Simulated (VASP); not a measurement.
## Ir: single point with LDA

Ir:

```xyz
2
Lattice="2.8053 0.0000 0.0000 -1.4027 2.4295 0.0000 0.0000 0.0000 4.5498" Properties=species:S:1:pos:R:3 pbc="T T T"
Ir    1.4027    0.8098    3.4124
Ir    0.0000    1.6197    1.1375
```

```yaml
Program: VASP 6.6.1
Task: single point
Functional: LDA
Potentials_or_basis: VASP PAW LDA potentials, release 64 (Ir)
Cutoff: 520 eV
k_mesh: 12 × 12 × 7
Occupations: fermi-dirac, width 0.1 eV
Spin: no spin polarisation
Dipole_correction: no
Further_INCAR_settings: ALGO = Normal; EDIFF = 1e-07; NBANDS = 16
```

The pressure is -31.4 GPa and the band gap on the k mesh is zero (band 9 reaches 9.68 eV, above the bottom of band 10 at 6.81 eV).

Stress tensor (GPa, compression positive):
```
-31.31   0.00   0.00
  0.00 -31.31   0.00
  0.00   0.00 -31.62
```

Levels at points of the mesh, in eV from the Fermi level:
```
           k point  band 7  band 8  band 9  band 10  band 11  band 12
(0.00, 0.00, 0.00)   -2.78   -2.08   -2.08    -0.52     0.24     0.24
(0.50, 0.00, 0.00)   -2.62    0.60    0.82     0.96     2.65     3.98
```

It took 30 s on 1 thread of Intel(R) Xeon(R) Platinum 8259CL CPU @ 2.50GHz (Skylake/Cascade Lake), with other jobs on the host, peak memory 0.16 GiB.

Caveat: spin-orbit coupling is left out, which moves the levels of the heavy elements.
